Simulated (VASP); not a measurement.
# MgB2 (P6/mmm) in VASP: further runs

The runs below take MgB2 through single point, relaxation of shape and atoms at fixed volume, with PBEsol.

Program: VASP 6.6.1. These are calculated values, not measurements. Logs are shortened: lines on timing, memory, paths and dates and some standing lists are left out, and cuts for length are marked.

## Step 1: The cell of the first run

It takes space group P6/mmm (No. 191, hexagonal). Conventional cell: a = 3.142 Å, b = 3.142 Å, c = 3.658 Å, α = 90.00°, β = 90.00°, γ = 120.00°. Within 3.4 Å of Mg (site symmetry 6/mmm) lie 12 B at 2.58 Å and 6 Mg at 3.14 Å. B (site symmetry -6m2) has 3 B at 1.81 Å within 2.4 Å.

## Step 2: Single point, PBEsol (volume scaled by 1.10, then relaxed in part)

File INCAR:

```
PREC = Accurate ; ENCUT = 520
EDIFF = 1E-6 ; ISMEAR = 0
SIGMA = 0.1 ; LREAL = F
LASPH = T ; NELM = 60
ALGO = Normal ; ISIF = 2
LWAVE = F ; LCHARG = T
GGA = PS ; LELF = T
LVHAR = T ; NBANDS = 11
```

File KPOINTS:

```
regular mesh
0
Gamma
  18 18 12
```

File POSCAR:

```
MgB2
1.0
    3.1421098404      0.0000000000      0.0000000000
   -1.5710549202      2.7211469432      0.0000000000
    0.0000000000      0.0000000000      3.6575220421
Mg B
1 2
Direct
    0.0000000000      0.0000000000      0.0000000000
    0.3333333333      0.6666666667      0.5000000000
    0.6666666667      0.3333333333      0.5000000000
```

Potentials or basis: VASP PAW PBE potentials, release 64 (Mg, B).

Started as:

```sh
$ cat potpaw_PBE.64/Mg/POTCAR potpaw_PBE.64/B/POTCAR > POTCAR
$ mpirun -np 1 vasp_std > vasp.out
```

OUTCAR:

```text
PREC = Accurate
   ENCUT = 520
   EDIFF = 1E-6
   ISMEAR = 0
   LREAL = F
   LASPH = T
   NELM = 60
   ISIF = 2
   GGA = PS

 ion  position               nearest neighbor table
   1  0.000  0.000  0.000-   2 2.58   3 2.58   2 2.58   3 2.58   2 2.58   2 2.58   3 2.58   3 2.58
                             3 2.58   3 2.58   2 2.58   2 2.58
   2  0.333  0.667  0.500-   3 1.81   3 1.81   3 1.81   1 2.58   1 2.58   1 2.58   1 2.58   1 2.58
                             1 2.58
   3  0.667  0.333  0.500-   2 1.81   2 1.81   2 1.81   1 2.58   1 2.58   1 2.58   1 2.58   1 2.58
                             1 2.58

  LATTYP: Found a hexagonal cell.
 ALAT       =     3.1421098404
 C/A-ratio  =     1.1640337951

  Lattice vectors:

 A1 = (   3.1421098404,   0.0000000000,   0.0000000000)
 A2 = (  -1.5710549202,   2.7211469432,   0.0000000000)
 A3 = (   0.0000000000,   0.0000000000,   3.6575220421)

Analysis of symmetry for initial positions (statically):
=====================================================================
 Subroutine PRICEL returns:
 Original cell was already a primitive cell.

 Routine SETGRP: Setting up the symmetry group for a
 hexagonal supercell.

 Subroutine GETGRP returns: Found 24 space group operations
 (whereof 24 operations were pure point group operations)
 out of a pool of 24 trial point group operations.

The static configuration has the point symmetry D_6h.

Analysis of symmetry for dynamics (positions and initial velocities):
=====================================================================
 Subroutine PRICEL returns:
 Original cell was already a primitive cell.

 Routine SETGRP: Setting up the symmetry group for a
 hexagonal supercell.

 Subroutine GETGRP returns: Found 24 space group operations
 (whereof 24 operations were pure point group operations)
 out of a pool of 24 trial point group operations.

The dynamic configuration has the point symmetry D_6h.

 Subroutine INISYM returns: Found 24 space group operations
 (whereof 24 operations are pure point group operations),
 and found     1 'primitive' translations

----------------------------------------------------------------------------------------

                                     Primitive cell

  volume of cell :      31.2723

  direct lattice vectors                    reciprocal lattice vectors
     3.142109840  0.000000000  0.000000000     0.318257493  0.183746049  0.000000000
    -1.571054920  2.721146943  0.000000000     0.000000000  0.367492098  0.000000000
     0.000000000  0.000000000  3.657522042     0.000000000  0.000000000  0.273409152

  length of vectors
     3.142109840  3.142109840  3.657522042     0.367492098  0.367492098  0.273409152

  position of ions in fractional coordinates (direct lattice)
     0.000000000  0.000000000  0.000000000
     0.333333333  0.666666667  0.500000000
     0.666666667  0.333333333  0.500000000

  ion indices of the primitive-cell ions
   primitive index   ion index
                 1           1
                 2           2
                 3           3

----------------------------------------------------------------------------------------

 KPOINTS: regular mesh

Automatic generation of k-mesh.
 Grid dimensions read from file:
 generate k-points for:   18   18   12

 Generating k-lattice:

  Cartesian coordinates                     Fractional coordinates (reciprocal lattice)
     0.017680972  0.010208114  0.000000000     0.055555556 -0.000000000  0.000000000
     0.000000000  0.020416228  0.000000000     0.000000000  0.055555556  0.000000000
     0.000000000  0.000000000  0.022784096     0.000000000  0.000000000  0.083333333

  Length of vectors
     0.020416228  0.020416228  0.022784096

  Shift w.r.t. Gamma in fractional coordinates (k-lattice)
     0.000000000  0.000000000  0.000000000

 Subroutine IBZKPT returns following result:
 ===========================================

 Found    259 irreducible k-points:

 Following reciprocal coordinates:
            Coordinates               Weight
  0.000000  0.000000  0.000000      1.000000
  0.055556 -0.000000  0.000000      6.000000
  0.111111 -0.000000  0.000000      6.000000
  0.166667 -0.000000  0.000000      6.000000
  0.222222 -0.000000  0.000000      6.000000
  0.277778 -0.000000  0.000000      6.000000
[... 16 lines left out ...]
  0.333333  0.111111  0.000000     12.000000
  0.388889  0.111111  0.000000     12.000000
 [... further k-points ...]
   k-points           NKPTS =    259   k-points in BZ     NKDIM =    259   number of bands    NBANDS=     11
   number of dos      NEDOS =    301   number of ions     NIONS =      3
   total plane-waves  NPLWV =  16128
   dimension x,y,z NGX =    24 NGY =   24 NGZ =   28
   dimension x,y,z NGXF=    48 NGYF=   48 NGZF=   56
   ions per type =               1   2
   NGX,Y,Z   is equivalent  to a cutoff of  12.70, 12.70, 12.73 a.u.
   NGXF,Y,Z  is equivalent  to a cutoff of  25.40, 25.40, 25.45 a.u.
 SYSTEM =  unknown system
   PREC   = accura    normal or accurate (medium, high low for compatibility)
   ISTART =      0    job   : 0-new  1-cont  2-samecut
   ICHARG =      2    charge: 1-file 2-atom 10-const
   ISPIN  =      1    spin polarized calculation?
   LNONCOLLINEAR =      F non collinear calculations
   LSORBIT =      F    spin-orbit coupling
   LASPH  =      T    aspherical Exc in radial PAW
   ENCUT  =  520.0 eV  38.22 Ry    6.18 a.u.   5.84  5.84  6.80*2*pi/ulx,y,z
   NELM   =     60;   NELMIN=  2; NELMDL= -5     # of ELM steps
   EDIFF  = 0.1E-05   stopping-criterion for ELM
   LREAL  =      F    real-space projection
   EDIFFG = 0.1E-04   stopping-criterion for IOM
   NSW    =      0    number of steps for IOM
   IBRION =     -1    ionic relax: 0-MD 1-quasi-New 2-CG
   NFREE  =      0    steps in history (QN), initial steepest desc. (CG)
   ISIF   =      2    stress and relaxation
   ISYM   =      2    0-nonsym 1-usesym 2-fastsym
   POTIM  = 0.5000    time-step for ionic-motion
   TEBEG  =    0.0;   TEEND  =   0.0 temperature during run
   PSTRESS=    0.0 pullay stress
   NELECT =       8.0000    total number of electrons
   NUPDOWN=      -1.0000    fix difference up-down
   EMIN   =  10.00;   EMAX   =-10.00  energy-range for DOS
   EFERMI =   0.00;   METHOD = LEGACY
   ISMEAR =     0;   SIGMA  =   0.10  broadening in eV -4-tet -1-fermi 0-gaus
   EFERMI_NEDOS =   21; number of points for ismear=-14 and -15
   IALGO  =     38    algorithm
   IMIX   =      4    mixing-type and parameters
     AMIX     =   0.40;   BMIX     =  1.00
     AMIX_MAG =   1.60;   BMIX_MAG =  1.00
  volume/ion in A,a.u.               =      10.42        70.35
  Fermi-wavevector in a.u.,A,eV,Ry     =   1.039245  1.963889 14.694710  1.080031
  Thomas-Fermi vector in A             =   2.173767
   LORBIT       =      0    0 simple, 1 ext, 2 COOP (PROOUT), +10 PAW based schemes
   GGA     = PS    functional components
   LHFCALC =     F    Hartree Fock is set to
   AEXX    =    0.0000 exact exchange contribution
   IVDW    =     0    specifies the selected vdW correction
   LEPSILON=     F    determine dielectric tensor
   LRPA    =     F    only Hartree local field effects (RPA)
 non-spin polarized calculation
 Gauss-broadening in eV      SIGMA  =   0.10
  energy-cutoff  :      520.00
  volume of cell :       31.27
 maximum number of plane-waves:       860
 NGX is ok and might be reduce to    24
   NGX = 11   NGY = 11   NGZ = 13

 number of electron       8.0000000 magnetization

 Free energy of the ion-electron system (eV)
  ---------------------------------------------------
  ext. energy  EPLUGINS =         0.00000000
  ---------------------------------------------------
  free energy    TOTEN  =       -16.11304498 eV

  energy without entropy =      -16.10972063  energy(sigma->0) =      -16.11138280

 E-fermi :   4.6805     XC(G=0): -10.6977

 val. band max:        4.6732205359   @ k =   0.2778   0.2778   0.3333
 cond. band min:       4.6833486208   @ k =   0.1111  -0.0000   0.0833
 fundamental gap:      0.0101280849
 Fermi energy:         4.6805093171

 k-point     1 :       0.0000    0.0000    0.0000
  band No.  band energies     occupation
      1      -7.2757      2.00000
      2       1.7311      2.00000
      3       5.1170      0.00000
      4       5.1170      0.00000
      5       5.8377      0.00000
      6      10.8561      0.00000
      7      10.8561      0.00000
      8      12.3198      0.00000
      9      14.1336      0.00000
     10      16.7187      0.00000
     11      20.0611      0.00000

 k-point     2 :       0.0556   -0.0000    0.0000
  band No.  band energies     occupation
      1      -7.2240      2.00000
      2       1.7823      2.00000
      3       4.8394      0.02466
      4       4.9899      0.00001
      5       5.8875      0.00000
      6      10.8057      0.00000
      7      11.0862      0.00000
      8      12.4446      0.00000
      9      13.9508      0.00000
     10      16.9980      0.00000
     11      19.7328      0.00000

 k-point     3 :       0.1111   -0.0000    0.0000
  band No.  band energies     occupation
      1      -7.0689      2.00000
      2       1.9356      2.00000
      3       4.1121      2.00000
      4       4.6644      1.18044
      5       6.0395      0.00000
      6      10.5969      0.00000
      7      11.7187      0.00000
      8      12.8178      0.00000
      9      13.4302      0.00000
     10      17.7509      0.00000
     11      19.0215      0.00000

 k-point     4 :       0.1667   -0.0000    0.0000
  band No.  band energies     occupation
      1      -6.8112      2.00000
      2       2.1894      2.00000
      3       3.1301      2.00000
      4       4.2464      2.00000
      5       6.2917      0.00000
      6      10.2619      0.00000
      7      12.6401      0.00000
      8      12.6428      0.00000
      9      13.2651      0.00000
     10      18.3053      0.00000
     11      18.8159      0.00000

 k-point     5 :       0.2222   -0.0000    0.0000
  band No.  band energies     occupation
      1      -6.4524      2.00000
      2       2.0379      2.00000
      3       2.5405      2.00000
      4       3.8193      2.00000
      5       6.6378      0.00000
      6       9.8985      0.00000
      7      11.6804      0.00000
      8      13.4847      0.00000
      9      13.7513      0.00000
     10      17.9312      0.00000
     11      18.0740      0.00000
[... 211 lines left out ...]
 k-point    21 :       0.2222    0.1111    0.0000
  band No.  band energies     occupation
      1      -5.8429      2.00000
      2       0.9526      2.00000
      3       2.6302      2.00000
      4       3.1314      2.00000
      5       7.2705      0.00000
      6      10.4374      0.00000
      7      10.5224      0.00000
      8      12.6055      0.00000
      9      14.9301      0.00000
     10      16.1135      0.00000
     11      17.5511      0.00000

 k-point    22 :       0.2778    0.1111    0.0000
  band No.  band energies     occupation
      1      -5.2912      2.00000
      2      -0.0938      2.00000
      3       2.2714      2.00000
      4       3.6507      2.00000
      5       7.7927      0.00000
      6       9.4631      0.00000
      7      10.2385      0.00000
      8      12.4981      0.00000
      9      15.5304      0.00000
     10      15.5589      0.00000
     11      17.2860      0.00000

 k-point    23 :       0.3333    0.1111    0.0000
  band No.  band energies     occupation
      1      -4.6508      2.00000
      2      -1.1113      2.00000
      3       2.0161      2.00000
      4       4.2189      2.00000
      5       8.3691      0.00000
      6       8.5392      0.00000
      7       9.9964      0.00000
      8      11.9909      0.00000
      9      15.1302      0.00000
     10      16.3212      0.00000
     11      17.3400      0.00000

 k-point    24 :       0.3889    0.1111    0.0000
  band No.  band energies     occupation
      1      -3.9428      2.00000
      2      -2.0533      2.00000
      3       1.8629      2.00000
      4       4.7516      0.31505
      5       7.7814      0.00000
      6       8.9527      0.00000
      7       9.7741      0.00000
      8      11.4473      0.00000
      9      14.8970      0.00000
     10      16.5540      0.00000
     11      18.0690      0.00000

 [... further k-points ...]
[... 5 lines left out ...]
  --------------------------------------------------------------------------------------
  -------------------------------------------------------------------------------------
  Total       -2.2997100     -2.2997100     -2.3406795     -0.0000000      0.0000000      0.0000000
  in kB     -117.8211742   -117.8211742   -119.9201665     -0.0000000      0.0000000      0.0000000
  external PRESSURE =    -118.5208383 kB  Pullay stress =       0.0000000 kB

 VOLUME and BASIS-vectors are now :
 -----------------------------------------------------------------------------
  energy-cutoff  :      520.00
  volume of cell :       31.27
      direct lattice vectors                 reciprocal lattice vectors
     3.142109840  0.000000000  0.000000000     0.318257493  0.183746049  0.000000000
    -1.571054920  2.721146943  0.000000000     0.000000000  0.367492098  0.000000000
     0.000000000  0.000000000  3.657522042     0.000000000  0.000000000  0.273409152

 POSITION                                       TOTAL-FORCE (eV/Angst)
 -----------------------------------------------------------------------------------
      0.00000      0.00000      0.00000         0.000000      0.000000      0.000000
     -0.00000      1.81410      1.82876        -0.000000     -0.000000      0.000000
      1.57105      0.90705      1.82876        -0.000000      0.000000     -0.000000
 -----------------------------------------------------------------------------------
    total drift:                                0.000000     -0.000000      0.000000

  FREE ENERGIE OF THE ION-ELECTRON SYSTEM (eV)
  ---------------------------------------------------
  free  energy   TOTEN  =       -16.1130449803 eV

  energy  without entropy=      -16.1097206268  energy(sigma->0) =      -16.11138280
```

It took 22 s on 1 thread of Intel Xeon 6975P-C (Granite Rapids), shared host; peak memory 0.22 GiB.

Results:

```yaml
Free_energy: -16.1130 eV
Pressure: -11.9 GPa
Band_gap_on_the_k_mesh: zero (band 4 reaches 6.36 eV, above the bottom of band 5 at 2.84 eV)
```

Stress tensor (GPa, compression positive):
```
-11.78   0.00   0.00
  0.00 -11.78   0.00
  0.00   0.00 -11.99
```

Levels at points of the mesh, in eV from the Fermi level:
| k point | band 1 | band 2 | band 3 | band 4 | band 5 | band 6 | band 7 | band 8 | band 9 |
| --- | --- | --- | --- | --- | --- | --- | --- | --- | --- |
| (0.00, 0.00, 0.00) | -11.96 | -2.95 | 0.44 | 0.44 | 1.16 | 6.18 | 6.18 | 7.64 | 9.45 |
| (0.50, 0.00, 0.00) | -8.22 | -7.49 | -1.99 | 0.16 | 2.83 | 3.80 | 4.73 | 6.27 | 11.72 |
| (0.00, 0.00, 0.50) | -10.83 | -7.12 | 0.75 | 0.75 | 6.51 | 6.51 | 7.74 | 8.89 | 9.09 |
| (0.50, 0.00, 0.50) | -7.36 | -6.67 | -3.35 | -1.73 | -1.23 | 5.36 | 8.19 | 8.53 | 11.85 |

Caveat: the PAW data sets were made with another functional, which shifts forces and pressure a little.

(Continued in part 2 of 2.)
